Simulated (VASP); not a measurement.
# MgS (F-43m) in VASP: single point with r2SCAN+D3(BJ)

Aim: the single point of MgS with r2SCAN+D3(BJ).

Program: VASP 6.6.1. These are calculated values, not measurements. Logs are shortened: lines on timing, memory, paths and dates and some standing lists are left out, and cuts for length are marked.

## 1. The cell of the first run

Symmetry: F-43m, No. 216, cubic system. Conventional cell: a = 5.635 Å, b = 5.635 Å, c = 5.635 Å, α = 90.00°, β = 90.00°, γ = 90.00°. Mg (site symmetry -43m) has 4 S at 2.44 Å within 3.2 Å. Within 3.2 Å of S (site symmetry -43m) lie 4 Mg at 2.44 Å.

## 2. Single point, r2SCAN+D3(BJ) (22.36 Å³/atom)

Contents of POSCAR:

```
MgS
1.0
    0.0000000000      2.8173000000      2.8173000000
    2.8173000000      0.0000000000      2.8173000000
    2.8173000000      2.8173000000      0.0000000000
Mg S
1 1
Direct
    0.0000000000      0.0000000000      0.0000000000
    0.2500000000      0.2500000000      0.2500000000
```

Contents of INCAR.step1:

```
SYSTEM = MgS
PREC = Accurate
ENCUT = 520
ISMEAR = 0
SIGMA = 0.02
LREAL = .FALSE.
LASPH = .TRUE.
NELM = 60
NBANDS = 11
GGA = PE
ALGO = Normal
EDIFF = 1E-4
LWAVE = .TRUE.
LCHARG = .FALSE.
```

Contents of INCAR.step2:

```
SYSTEM = MgS
PREC = Accurate
ENCUT = 520
EDIFF = 1E-6
ISMEAR = 0
SIGMA = 0.02
LREAL = .FALSE.
LASPH = .TRUE.
NELM = 60
ALGO = Normal
ISIF = 2
LWAVE = .FALSE.
LCHARG = .TRUE.
METAGGA = R2SCAN
LMIXTAU = .TRUE.
IVDW = 12
VDW_S6 = 1.0
VDW_S8 = 0.78981345
VDW_A1 = 0.49484001
VDW_A2 = 5.73083694
LELF = .TRUE.
LVHAR = .TRUE.
NBANDS = 11
ISTART = 1
```

Contents of KPOINTS:

```
regular mesh
0
G
  8 8 8
  0 0 0
```

Potentials or basis: VASP PAW PBE potentials, release 64 (Mg, S).

Launch:

```bash
cat potpaw_PBE.64/Mg/POTCAR potpaw_PBE.64/S/POTCAR > POTCAR
cp INCAR.step1 INCAR
mpirun -np 1 vasp_std > vasp.out
cp INCAR.step2 INCAR
mpirun -np 1 vasp_std > vasp.out
```

OUTCAR:

```text
SYSTEM = MgS
   PREC = Accurate
   ENCUT = 520
   EDIFF = 1E-6
   ISMEAR = 0
   LREAL = .FALSE.
   LASPH = .TRUE.
   NELM = 60
   ISIF = 2
   METAGGA = R2SCAN
   IVDW = 12
   ISTART = 1
 IVDW          = 12

 ion  position               nearest neighbor table
   1  0.000  0.000  0.000-   2 2.44   2 2.44   2 2.44   2 2.44
   2  0.250  0.250  0.250-   1 2.44   1 2.44   1 2.44   1 2.44

  LATTYP: Found a face centered cubic cell.
 ALAT       =     5.6346000000

  Lattice vectors:

 A1 = (   0.0000000000,   2.8173000000,   2.8173000000)
 A2 = (   2.8173000000,   0.0000000000,   2.8173000000)
 A3 = (   2.8173000000,   2.8173000000,   0.0000000000)

Analysis of symmetry for initial positions (statically):
=====================================================================
 Subroutine PRICEL returns:
 Original cell was already a primitive cell.

 Routine SETGRP: Setting up the symmetry group for a
 face centered cubic supercell.

 Subroutine GETGRP returns: Found 24 space group operations
 (whereof 24 operations were pure point group operations)
 out of a pool of 48 trial point group operations.

The static configuration has the point symmetry T_d .

Analysis of symmetry for dynamics (positions and initial velocities):
=====================================================================
 Subroutine PRICEL returns:
 Original cell was already a primitive cell.

 Routine SETGRP: Setting up the symmetry group for a
 face centered cubic supercell.

 Subroutine GETGRP returns: Found 24 space group operations
 (whereof 24 operations were pure point group operations)
 out of a pool of 48 trial point group operations.

The dynamic configuration has the point symmetry T_d .

 Subroutine INISYM returns: Found 24 space group operations
 (whereof 24 operations are pure point group operations),
 and found     1 'primitive' translations

----------------------------------------------------------------------------------------

                                     Primitive cell

  volume of cell :      44.7228

  direct lattice vectors                    reciprocal lattice vectors
     0.000000000  2.817300000  2.817300000    -0.177474887  0.177474887  0.177474887
     2.817300000  0.000000000  2.817300000     0.177474887 -0.177474887  0.177474887
     2.817300000  2.817300000  0.000000000     0.177474887  0.177474887 -0.177474887

  length of vectors
     3.984263869  3.984263869  3.984263869     0.307395522  0.307395522  0.307395522

  position of ions in fractional coordinates (direct lattice)
     0.000000000  0.000000000  0.000000000
     0.250000000  0.250000000  0.250000000

  ion indices of the primitive-cell ions
   primitive index   ion index
                 1           1
                 2           2

----------------------------------------------------------------------------------------

 KPOINTS: regular mesh

Automatic generation of k-mesh.
 Grid dimensions read from file:
 generate k-points for:    8    8    8

 Generating k-lattice:

  Cartesian coordinates                     Fractional coordinates (reciprocal lattice)
    -0.022184361  0.022184361  0.022184361     0.125000000  0.000000000  0.000000000
     0.022184361 -0.022184361  0.022184361     0.000000000  0.125000000  0.000000000
     0.022184361  0.022184361 -0.022184361     0.000000000  0.000000000  0.125000000

  Length of vectors
     0.038424440  0.038424440  0.038424440

  Shift w.r.t. Gamma in fractional coordinates (k-lattice)
     0.000000000  0.000000000  0.000000000

 Subroutine IBZKPT returns following result:
 ===========================================

 Found     29 irreducible k-points:

 Following reciprocal coordinates:
            Coordinates               Weight
  0.000000  0.000000  0.000000      1.000000
  0.125000  0.000000  0.000000      8.000000
  0.250000  0.000000  0.000000      8.000000
  0.375000  0.000000  0.000000      8.000000
  0.500000  0.000000  0.000000      4.000000
  0.125000  0.125000  0.000000      6.000000
[... 16 lines left out ...]
  0.500000  0.250000  0.125000     48.000000
 -0.375000  0.250000  0.125000     24.000000
 [... further k-points ...]
   k-points           NKPTS =     29   k-points in BZ     NKDIM =     29   number of bands    NBANDS=     11
   number of dos      NEDOS =    301   number of ions     NIONS =      2
   total plane-waves  NPLWV =  27000
   dimension x,y,z NGX =    30 NGY =   30 NGZ =   30
   dimension x,y,z NGXF=    60 NGYF=   60 NGZF=   60
   ions per type =               1   1
   NGX,Y,Z   is equivalent  to a cutoff of  12.52, 12.52, 12.52 a.u.
   NGXF,Y,Z  is equivalent  to a cutoff of  25.04, 25.04, 25.04 a.u.
 SYSTEM =  MgS
   PREC   = accura    normal or accurate (medium, high low for compatibility)
   ISTART =      1    job   : 0-new  1-cont  2-samecut
   ICHARG =      0    charge: 1-file 2-atom 10-const
   ISPIN  =      1    spin polarized calculation?
   LNONCOLLINEAR =      F non collinear calculations
   LSORBIT =      F    spin-orbit coupling
   LASPH  =      T    aspherical Exc in radial PAW
   ENCUT  =  520.0 eV  38.22 Ry    6.18 a.u.   7.41  7.41  7.41*2*pi/ulx,y,z
   NELM   =     60;   NELMIN=  2; NELMDL=  0     # of ELM steps
   EDIFF  = 0.1E-05   stopping-criterion for ELM
   LREAL  =      F    real-space projection
   EDIFFG = 0.1E-04   stopping-criterion for IOM
   NSW    =      0    number of steps for IOM
   IBRION =     -1    ionic relax: 0-MD 1-quasi-New 2-CG
   NFREE  =      0    steps in history (QN), initial steepest desc. (CG)
   ISIF   =      2    stress and relaxation
   ISYM   =      2    0-nonsym 1-usesym 2-fastsym
   POTIM  = 0.5000    time-step for ionic-motion
   TEBEG  =    0.0;   TEEND  =   0.0 temperature during run
   PSTRESS=    0.0 pullay stress
   NELECT =       8.0000    total number of electrons
   NUPDOWN=      -1.0000    fix difference up-down
   EMIN   =  10.00;   EMAX   =-10.00  energy-range for DOS
   EFERMI =   0.00;   METHOD = LEGACY
   ISMEAR =     0;   SIGMA  =   0.02  broadening in eV -4-tet -1-fermi 0-gaus
   EFERMI_NEDOS =   21; number of points for ismear=-14 and -15
   IALGO  =     38    algorithm
   IMIX   =      4    mixing-type and parameters
     AMIX     =   0.40;   BMIX     =  1.00
     AMIX_MAG =   1.60;   BMIX_MAG =  1.00
  volume/ion in A,a.u.               =      22.36       150.90
  Fermi-wavevector in a.u.,A,eV,Ry     =   0.922419  1.743120 11.576618  0.850857
  Thomas-Fermi vector in A             =   2.047944
   LORBIT       =      0    0 simple, 1 ext, 2 COOP (PROOUT), +10 PAW based schemes
   METAGGA = R2SCAN    functional components
   LHFCALC =     F    Hartree Fock is set to
   AEXX    =    0.0000 exact exchange contribution
   IVDW    =    12    specifies the selected vdW correction
   LEPSILON=     F    determine dielectric tensor
   LRPA    =     F    only Hartree local field effects (RPA)
 non-spin polarized calculation
 Gauss-broadening in eV      SIGMA  =   0.02
  energy-cutoff  :      520.00
  volume of cell :       44.72
 maximum number of plane-waves:      1243
 NGX is ok and might be reduce to    30
   NGX = 15   NGY = 15   NGZ = 15

 number of electron       8.0000001 magnetization

 Free energy of the ion-electron system (eV)
  ---------------------------------------------------
  ext. energy  EPLUGINS =         0.00000000
  ---------------------------------------------------
  free energy    TOTEN  =       -15.44991170 eV

  energy without entropy =      -15.44991170  energy(sigma->0) =      -15.44991170

 E-fermi :   0.9638     XC(G=0):  -8.8339

 val. band max:        0.8588676391   @ k =   0.0000   0.0000   0.0000
 cond. band min:       5.0656446593   @ k =   0.0000   0.0000   0.0000
 fundamental gap:      4.2067770202
 Fermi energy:         0.9637633513

 k-point     1 :       0.0000    0.0000    0.0000
  band No.  band energies     occupation
      1     -10.9292      2.00000
      2       0.8589      2.00000
      3       0.8589      2.00000
      4       0.8589      2.00000
      5       5.0656      0.00000
      6       9.4907      0.00000
      7       9.4907      0.00000
      8       9.4907      0.00000
      9      12.3447      0.00000
     10      12.3447      0.00000
     11      15.6879      0.00000

 k-point     2 :       0.1250    0.0000    0.0000
  band No.  band energies     occupation
      1     -10.8370      2.00000
      2       0.1934      2.00000
      3       0.8045      2.00000
      4       0.8045      2.00000
      5       5.7113      0.00000
      6       9.3166      0.00000
      7       9.6773      0.00000
      8       9.6773      0.00000
      9      11.8802      0.00000
     10      11.8802      0.00000
     11      14.8613      0.00000

 k-point     3 :       0.2500    0.0000    0.0000
  band No.  band energies     occupation
      1     -10.5985      2.00000
      2      -1.0049      2.00000
      3       0.6813      2.00000
      4       0.6813      2.00000
      5       6.5708      0.00000
      6       9.3868      0.00000
      7       9.6817      0.00000
      8       9.6817      0.00000
      9      11.9773      0.00000
     10      11.9773      0.00000
     11      13.9718      0.00000
[... 267 lines left out ...]
 k-point    23 :       0.5000    0.2500    0.1250
  band No.  band energies     occupation
      1     -10.1922      2.00000
      2      -1.7406      2.00000
      3      -0.3561      2.00000
      4       0.2935      2.00000
      5       7.4164      0.00000
      6       8.3363      0.00000
      7       9.4977      0.00000
      8      10.6179      0.00000
      9      12.5496      0.00000
     10      15.3640      0.00000
     11      15.7631      0.00000

 k-point    24 :      -0.3750    0.2500    0.1250
  band No.  band energies     occupation
      1     -10.0938      2.00000
      2      -1.9703      2.00000
      3      -0.4586      2.00000
      4       0.1954      2.00000
      5       7.4630      0.00000
      6       8.0562      0.00000
      7      10.3791      0.00000
      8      10.4177      0.00000
      9      13.1484      0.00000
     10      14.6021      0.00000
     11      15.9723      0.00000

 [... further k-points ...]

------------------------ aborting loop because EDIFF is reached ----------------------------------------

 Edisp (eV)   -0.26387

 E8    (eV) :    -0.0818

  FORCE on cell =-STRESS in cart. coord.  units (eV):
  Direction    XX          YY          ZZ          XY          YZ          ZX
  --------------------------------------------------------------------------------------
  -------------------------------------------------------------------------------------
  Total      -0.09399    -0.09399    -0.09399     0.00000     0.00000    -0.00000
  in kB      -3.36705    -3.36705    -3.36705     0.00000     0.00000    -0.00000
  external pressure =       -3.37 kB  Pullay stress =        0.00 kB

 VOLUME and BASIS-vectors are now :
 -----------------------------------------------------------------------------
  energy-cutoff  :      520.00
  volume of cell :       44.72
      direct lattice vectors                 reciprocal lattice vectors
     0.000000000  2.817300000  2.817300000    -0.177474887  0.177474887  0.177474887
     2.817300000  0.000000000  2.817300000     0.177474887 -0.177474887  0.177474887
     2.817300000  2.817300000  0.000000000     0.177474887  0.177474887 -0.177474887

 POSITION                                       TOTAL-FORCE (eV/Angst)
 -----------------------------------------------------------------------------------
      0.00000      0.00000      0.00000        -0.000000     -0.000000     -0.000000
      1.40865      1.40865      1.40865         0.000000      0.000000      0.000000
 -----------------------------------------------------------------------------------
    total drift:                               -0.000003     -0.000003     -0.000003

  FREE ENERGIE OF THE ION-ELECTRON SYSTEM (eV)
  ---------------------------------------------------
  free  energy   TOTEN  =       -15.7137816933 eV

  energy  without entropy=      -15.7137816933  energy(sigma->0) =      -15.71378169
```

Run time: 69 s. Hardware: 1 thread of Intel Xeon Platinum 8259CL at 2.50GHz (Skylake/Cascade Lake), shared host; peak memory 0.18 GiB.

Results:

```
Free energy                : -15.7138 eV
Pressure                   : -0.3 GPa
Band gap on the k mesh     : 4.21 eV
Dispersion energy per atom : -0.132 eV
```

Levels at points of the mesh, in eV from the valence-band top:
| k point | band 2 | band 3 | band 4 | band 5 | band 6 | band 7 |
| --- | --- | --- | --- | --- | --- | --- |
| (0.00, 0.00, 0.00) | 0.00 | 0.00 | 0.00 | 4.21 | 8.63 | 8.63 |
| (0.50, 0.00, 0.00) | -3.20 | -0.34 | -0.34 | 5.85 | 8.23 | 8.23 |
| (0.50, 0.50, 0.00) | -2.86 | -1.07 | -1.07 | 4.31 | 6.28 | 12.28 |

Caveat: the PAW data sets were made with another functional, which shifts forces and pressure a little.
